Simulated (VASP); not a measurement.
# BP (F-43m) in VASP: a series of runs, part 2 of 2

VASP 6.6.1. Earlier steps stand in the parts before.

## Step 3: Single point, BLYP

File INCAR:

```
SYSTEM = BP
PREC = Accurate
ENCUT = 520
EDIFF = 1E-7
ISMEAR = -1
SIGMA = 0.05
LREAL = .False.
LASPH = .True.
NELM = 100
ALGO = Normal
ISIF = 2
LWAVE = .False.
LCHARG = .False.
GGA = B5
ALDAX = 1.0
AGGAX = 1.0
AGGAC = 1.0
ALDAC = 0.0
NBANDS = 11
```

File KPOINTS:

```
regular mesh
0
Gamma
  10 10 10
  0 0 0
```

File POSCAR:

```
BP
1.0
    0.0000000000      2.2690000000      2.2690000000
    2.2690000000      0.0000000000      2.2690000000
    2.2690000000      2.2690000000      0.0000000000
P B
1 1
Direct
    0.7500000000      0.7500000000      0.7500000000
    0.0000000000      0.0000000000      0.0000000000
```

Potentials or basis: VASP PAW PBE potentials, release 64 (P, B).

On the command line:

```
$ cat potpaw_PBE.64/P/POTCAR potpaw_PBE.64/B/POTCAR > POTCAR
$ mpirun -np 1 vasp_std > vasp.out
```

OUTCAR:

```text
SYSTEM = BP
   PREC = Accurate
   ENCUT = 520
   EDIFF = 1E-7
   ISMEAR = -1
   LREAL = .False.
   LASPH = .True.
   NELM = 100
   ISIF = 2
   GGA = B5

 ion  position               nearest neighbor table
   1  0.750  0.750  0.750-   2 1.97   2 1.97   2 1.97   2 1.97
   2  0.000  0.000  0.000-   1 1.97   1 1.97   1 1.97   1 1.97

  LATTYP: Found a face centered cubic cell.
 ALAT       =     4.5380000000

  Lattice vectors:

 A1 = (   0.0000000000,   2.2690000000,   2.2690000000)
 A2 = (   2.2690000000,   0.0000000000,   2.2690000000)
 A3 = (   2.2690000000,   2.2690000000,   0.0000000000)

Analysis of symmetry for initial positions (statically):
=====================================================================
 Subroutine PRICEL returns:
 Original cell was already a primitive cell.

 Routine SETGRP: Setting up the symmetry group for a
 face centered cubic supercell.

 Subroutine GETGRP returns: Found 24 space group operations
 (whereof 24 operations were pure point group operations)
 out of a pool of 48 trial point group operations.

The static configuration has the point symmetry T_d .

Analysis of symmetry for dynamics (positions and initial velocities):
=====================================================================
 Subroutine PRICEL returns:
 Original cell was already a primitive cell.

 Routine SETGRP: Setting up the symmetry group for a
 face centered cubic supercell.

 Subroutine GETGRP returns: Found 24 space group operations
 (whereof 24 operations were pure point group operations)
 out of a pool of 48 trial point group operations.

The dynamic configuration has the point symmetry T_d .

 Subroutine INISYM returns: Found 24 space group operations
 (whereof 24 operations are pure point group operations),
 and found     1 'primitive' translations

----------------------------------------------------------------------------------------

                                     Primitive cell

  volume of cell :      23.3633
[... 110 lines left out ...]
  volume/ion in A,a.u.               =      11.68        78.83
  Fermi-wavevector in a.u.,A,eV,Ry     =   1.145320  2.164342 17.847562  1.311759
  Thomas-Fermi vector in A             =   2.282009
   LORBIT       =      0    0 simple, 1 ext, 2 COOP (PROOUT), +10 PAW based schemes
   GGA     = B5    functional components
   LHFCALC =     F    Hartree Fock is set to
   AEXX    =    0.0000 exact exchange contribution
   IVDW    =     0    specifies the selected vdW correction
   LEPSILON=     F    determine dielectric tensor
   LRPA    =     F    only Hartree local field effects (RPA)
 non-spin polarized calculation
  energy-cutoff  :      520.00
  volume of cell :       23.36
 maximum number of plane-waves:       639
   NGX = 11   NGY = 11   NGZ = 11

 number of electron       8.0000000 magnetization

 Free energy of the ion-electron system (eV)
  ---------------------------------------------------
  ext. energy  EPLUGINS =         0.00000000
  ---------------------------------------------------
  free energy    TOTEN  =       -11.56420587 eV

  energy without entropy =      -11.56420587  energy(sigma->0) =      -11.56420587

 E-fermi :   8.5309     XC(G=0): -10.2212

 val. band max:        7.7812690595   @ k =   0.0000   0.0000   0.0000
 cond. band min:       9.3187066054   @ k =   0.4000   0.4000   0.0000
 fundamental gap:      1.5374375460
 Fermi energy:         8.5309141582

 k-point     1 :       0.0000    0.0000    0.0000
  band No.  band energies     occupation
      1      -7.5066      2.00000
      2       7.7813      2.00000
      3       7.7813      2.00000
      4       7.7813      2.00000
      5      11.3626      0.00000
      6      11.3626      0.00000
      7      11.3626      0.00000
      8      15.2413      0.00000
      9      19.7068      0.00000
     10      20.1750      0.00000
     11      20.1750      0.00000
[... 309 lines left out ...]
 k-point    24 :       0.4000    0.3000    0.0000
  band No.  band energies     occupation
      1      -4.6035      2.00000
      2       1.7086      2.00000
      3       3.8586      2.00000
      4       4.3626      2.00000
      5       9.8681      0.00000
      6      11.7173      0.00000
      7      17.3484      0.00000
      8      17.3696      0.00000
      9      21.8343      0.00000
     10      23.2750      0.00000
     11      25.0089      0.00000

 [... further k-points ...]
[... 5 lines left out ...]
  --------------------------------------------------------------------------------------
  -------------------------------------------------------------------------------------
  Total        0.8570458      0.8570458      0.8570458      0.0000000     -0.0000000     -0.0000000
  in kB       58.7734451     58.7734451     58.7734451      0.0000000     -0.0000000     -0.0000000
  external PRESSURE =      58.7734451 kB  Pullay stress =       0.0000000 kB

 VOLUME and BASIS-vectors are now :
 -----------------------------------------------------------------------------
  energy-cutoff  :      520.00
  volume of cell :       23.36
      direct lattice vectors                 reciprocal lattice vectors
     0.000000000  2.269000000  2.269000000    -0.220361393  0.220361393  0.220361393
     2.269000000  0.000000000  2.269000000     0.220361393 -0.220361393  0.220361393
     2.269000000  2.269000000  0.000000000     0.220361393  0.220361393 -0.220361393

 POSITION                                       TOTAL-FORCE (eV/Angst)
 -----------------------------------------------------------------------------------
      3.40350      3.40350      3.40350        -0.000000     -0.000000      0.000000
      0.00000      0.00000      0.00000         0.000000      0.000000     -0.000000
 -----------------------------------------------------------------------------------
    total drift:                               -0.000000     -0.000000     -0.000000

  FREE ENERGIE OF THE ION-ELECTRON SYSTEM (eV)
  ---------------------------------------------------
  free  energy   TOTEN  =       -11.5642058711 eV

  energy  without entropy=      -11.5642058680  energy(sigma->0) =      -11.56420587
```

OSZICAR:

```text
N       E                     dE             d eps       ncg     rms          rms(c)
DAV:   1     0.110658738924E+02    0.11066E+02   -0.39414E+03  1034   0.659E+02
DAV:   2    -0.116639349075E+02   -0.22730E+02   -0.21597E+02  1372   0.110E+02
DAV:   3    -0.123109871289E+02   -0.64705E+00   -0.64508E+00  1330   0.161E+01
DAV:   4    -0.123138425219E+02   -0.28554E-02   -0.28550E-02  1145   0.122E+00
DAV:   5    -0.123138589688E+02   -0.16447E-04   -0.16447E-04  1304   0.948E-02    0.628E+00
DAV:   6    -0.116691325753E+02    0.64473E+00   -0.15858E+00  1163   0.558E+00    0.333E+00
DAV:   7    -0.115712582527E+02    0.97874E-01   -0.25289E-01  1266   0.257E+00    0.134E+00
DAV:   8    -0.115637999751E+02    0.74583E-02   -0.40763E-02  1236   0.112E+00    0.324E-01
DAV:   9    -0.115641117905E+02   -0.31182E-03   -0.94335E-04  1214   0.207E-01    0.198E-01
DAV:  10    -0.115642032215E+02   -0.91431E-04   -0.25591E-04  1112   0.114E-01    0.348E-02
DAV:  11    -0.115642051643E+02   -0.19428E-05   -0.46158E-06  1326   0.169E-02    0.295E-02
DAV:  12    -0.115642058712E+02   -0.70692E-06   -0.21385E-06  1127   0.863E-03    0.102E-02
DAV:  13    -0.115642058711E+02    0.75715E-10   -0.48253E-08   867   0.158E-03
   1 F= -.11564206E+02 E0= -.11564206E+02  d E =-.309940E-08
```

stdout:

```text
POSCAR found type information on POSCAR P B
 POSCAR found :  2 types and       2 ions
 scaLAPACK will be used
 -----------------------------------------------------------------------------
|                                                                             |
|                                                                             |
|     You enforced a specific xc type in the INCAR file but a different       |
|     I HOPE YOU KNOW WHAT YOU ARE DOING!                                     |
|                                                                             |
 -----------------------------------------------------------------------------

 LDA part: xc-table for (Slater(with rela. corr.)+VWN5), standard interpolation
 POSCAR, INCAR and KPOINTS ok, starting setup
 FFT: planning ... GRIDC
 FFT: planning ... GRID_SOFT
 FFT: planning ... GRID
 WAVECAR not read
 entering main loop
```

It took 27 s on 1 thread of Intel Xeon 6975P-C, shared host; peak memory 0.13 GiB.

What came out:

```yaml
Free_energy: -11.5642 eV
Pressure: 5.9 GPa
Band_gap_on_the_k_mesh: 1.54 eV, indirect (least direct gap 3.58 eV)
```

Caveat: the PAW data sets were made with another functional, which shifts forces and pressure a little. BLYP gaps usually lie below the measured ones, often by a third to a half.

## Step 4: Single point, r2SCAN

This run uses another cell than the first one, of 10.98 Å³/atom, 0.940 times its volume.

File POSCAR:

```
BP
1.0
    0.0000000000      2.2226808807      2.2226808807
    2.2226808807      0.0000000000      2.2226808807
    2.2226808807      2.2226808807      0.0000000000
P B
1 1
Direct
    0.7500000000      0.7500000000      0.7500000000
    0.0000000000      0.0000000000      0.0000000000
```

File INCAR.step1:

```
ALGO = Normal ; EDIFF = 1E-4
ENCUT = 520 ; GGA = PE
ISMEAR = -1 ; LASPH = True
LCHARG = False ; LREAL = False
LWAVE = True ; NBANDS = 11
NELM = 80 ; PREC = Accurate
SIGMA = 0.05
```

File INCAR.step2:

```
ALGO = Normal ; EDIFF = 1E-6
ENCUT = 520 ; ISIF = 2
ISMEAR = -1 ; ISTART = 1
LASPH = True ; LCHARG = False
LMIXTAU = True ; LREAL = False
LWAVE = False ; METAGGA = R2SCAN
NBANDS = 11 ; NELM = 80
PREC = Accurate ; SIGMA = 0.05
```

File KPOINTS:

```
k-points
0
Gamma
  10 10 10
```

On the command line:

```
$ cat potpaw_PBE.64/P/POTCAR potpaw_PBE.64/B/POTCAR > POTCAR
$ cp INCAR.step1 INCAR
$ mpirun -np 1 vasp_std > vasp.out
$ cp INCAR.step2 INCAR
$ mpirun -np 1 vasp_std > vasp.out
```

It took 23 s on 1 thread of Intel Xeon Platinum 8259CL at 2.50GHz (Skylake/Cascade Lake), shared host; peak memory 0.14 GiB.

It converged, with:

```
Free energy            : -17.2676 eV
Pressure               : 11.0 GPa
Band gap on the k mesh : 1.36 eV, indirect (least direct gap 3.74 eV)
```

Levels at points of the mesh, in eV from the valence-band top:
```csv
k point,band 1,band 2,band 3,band 4,band 5,band 6,band 7,band 8,band 9
"(0.00, 0.00, 0.00)",-16.84,0.00,0.00,0.00,3.74,3.74,3.74,9.02,12.83
"(0.50, 0.00, 0.00)",-13.10,-9.97,-1.94,-1.94,4.54,5.07,5.07,11.16,15.91
"(0.50, 0.50, 0.00)",-11.34,-9.46,-4.58,-4.58,1.41,1.86,13.68,13.68,17.22
```

Caveat: the PAW data sets were made with another functional, which shifts forces and pressure a little. r2SCAN opens gaps a little over a GGA but as a rule still falls short of measured ones.

## Step 5: Single point, r2SCAN

This run uses another cell than the first one, of 11.21 Å³/atom, 0.960 times its volume.

File POSCAR:

```
BP
1.0
    0.0000000000      2.2383340787      2.2383340787
    2.2383340787      0.0000000000      2.2383340787
    2.2383340787      2.2383340787      0.0000000000
P B
1 1
Direct
    0.7500000000      0.7500000000      0.7500000000
    0.0000000000      0.0000000000      0.0000000000
```

File INCAR.step1:

```
SYSTEM = BP
ALGO = Normal
EDIFF = 1E-4
ENCUT = 520
GGA = PE
ISMEAR = -1
LASPH = .True.
LCHARG = .False.
LREAL = .False.
LWAVE = .True.
NBANDS = 11
NELM = 100
PREC = Accurate
SIGMA = 0.05
```

File INCAR.step2:

```
SYSTEM = BP
ALGO = Normal
EDIFF = 1E-7
ENCUT = 520
ISIF = 2
ISMEAR = -1
ISTART = 1
LASPH = .True.
LCHARG = .True.
LELF = .True.
LMIXTAU = .True.
LREAL = .False.
LVHAR = .True.
LWAVE = .False.
METAGGA = R2SCAN
NBANDS = 11
NELM = 100
PREC = Accurate
SIGMA = 0.05
```

File KPOINTS:

```
k-points
0
Gamma
  10 10 10
  0 0 0
```

On the command line:

```
$ cat potpaw_PBE.64/P/POTCAR potpaw_PBE.64/B/POTCAR > POTCAR
$ cp INCAR.step1 INCAR
$ mpirun -np 1 vasp_std > vasp.out
$ cp INCAR.step2 INCAR
$ mpirun -np 1 vasp_std > vasp.out
```

Wall time 28 s (1 thread of Intel Xeon Platinum 8259CL at 2.50GHz (Skylake/Cascade Lake), shared host); peak memory 0.14 GiB.

The run converged. Its results:

| Quantity | Value |
| --- | --- |
| Free energy | -17.2937 eV |
| Pressure | 6.7 GPa |
| Band gap on the k mesh | 1.39 eV, indirect (least direct gap 3.71 eV) |

Levels at points of the mesh, in eV from the valence-band top:
| k point | band 1 | band 2 | band 3 | band 4 | band 5 | band 6 | band 7 | band 8 | band 9 |
| --- | --- | --- | --- | --- | --- | --- | --- | --- | --- |
| (0.00, 0.00, 0.00) | -16.64 | 0.00 | 0.00 | 0.00 | 3.71 | 3.71 | 3.71 | 8.67 | 12.72 |
| (0.50, 0.00, 0.00) | -12.99 | -9.81 | -1.92 | -1.92 | 4.40 | 5.06 | 5.06 | 11.08 | 15.76 |
| (0.50, 0.50, 0.00) | -11.25 | -9.35 | -4.50 | -4.50 | 1.46 | 1.87 | 13.47 | 13.47 | 16.94 |

Caveat: the PAW data sets were made with another functional, which shifts forces and pressure a little. r2SCAN opens gaps a little over a GGA but as a rule still falls short of measured ones.

## Step 6: Single point, r2SCAN

This run uses another cell than the first one, of 11.45 Å³/atom, 0.980 times its volume.

File POSCAR:

```
BP
1.0
    0.0000000000      2.2537713532      2.2537713532
    2.2537713532      0.0000000000      2.2537713532
    2.2537713532      2.2537713532      0.0000000000
P B
1 1
Direct
    0.7500000000      0.7500000000      0.7500000000
    0.0000000000      0.0000000000      0.0000000000
```

INCAR.step1 is that of step 5.

INCAR.step2: that of step 5 with these lines changed.

```diff
@@ -2,3 +2,3 @@
 ALGO = Normal
-EDIFF = 1E-7
+EDIFF = 1E-6
 ENCUT = 520
```

KPOINTS is that of step 5.

Potentials or basis: VASP PAW PBE potentials, release 64 (P, B).

On the command line:

```
$ cat potpaw_PBE.64/P/POTCAR potpaw_PBE.64/B/POTCAR > POTCAR
$ cp INCAR.step1 INCAR
$ mpirun -np 1 vasp_std > vasp.out
$ cp INCAR.step2 INCAR
$ mpirun -np 1 vasp_std > vasp.out
```

Wall time 25 s (1 thread of Intel Xeon Platinum 8259CL at 2.50GHz (Skylake/Cascade Lake), shared host); peak memory 0.14 GiB.

The run converged. Its results:

```yaml
Free_energy: -17.3079 eV
Pressure: 2.8 GPa
Band_gap_on_the_k_mesh: 1.42 eV, indirect (least direct gap 3.67 eV)
```

Levels at points of the mesh, in eV from the valence-band top:
```tsv
k point	band 1	band 2	band 3	band 4	band 5	band 6	band 7	band 8
(0.00, 0.00, 0.00)	-16.45	0.00	0.00	0.00	3.67	3.67	3.67	8.34
(0.50, 0.00, 0.00)	-12.88	-9.65	-1.89	-1.89	4.27	5.04	5.04	11.00
(0.50, 0.50, 0.00)	-11.18	-9.24	-4.42	-4.42	1.50	1.89	13.26	13.26
```

Caveat: the PAW data sets were made with another functional, which shifts forces and pressure a little. A k mesh can miss the band edges.

## Step 7: Summary

| level | cell | smearing | gap on the mesh (eV) | pressure (GPa) |
| --- | --- | --- | --- | --- |
| PBE | a = 3.209 Å, angles 60.0°, 2 atoms | gaussian 0.012 eV | 1.24 | 0.9 |
| BLYP | a = 3.209 Å, angles 60.0°, 2 atoms | fermi-dirac 0.05 eV | 1.54 | 5.9 |
| r2SCAN | a = 3.143 Å, angles 60.0°, 2 atoms | fermi-dirac 0.05 eV | 1.36 | 11.0 |
| r2SCAN | a = 3.165 Å, angles 60.0°, 2 atoms | fermi-dirac 0.05 eV | 1.39 | 6.7 |
| r2SCAN | a = 3.187 Å, angles 60.0°, 2 atoms | fermi-dirac 0.05 eV | 1.42 | 2.8 |

Alike in all rows: task single point; potentials or basis VASP PAW PBE potentials, release 64 (P, B); no spin polarisation; k mesh 10 × 10 × 10; cutoff (eV) 520.

Caveats: the PAW data sets were made with another functional, which shifts forces and pressure a little (some runs).

Absolute energies hang on the potentials; compare differences alone.
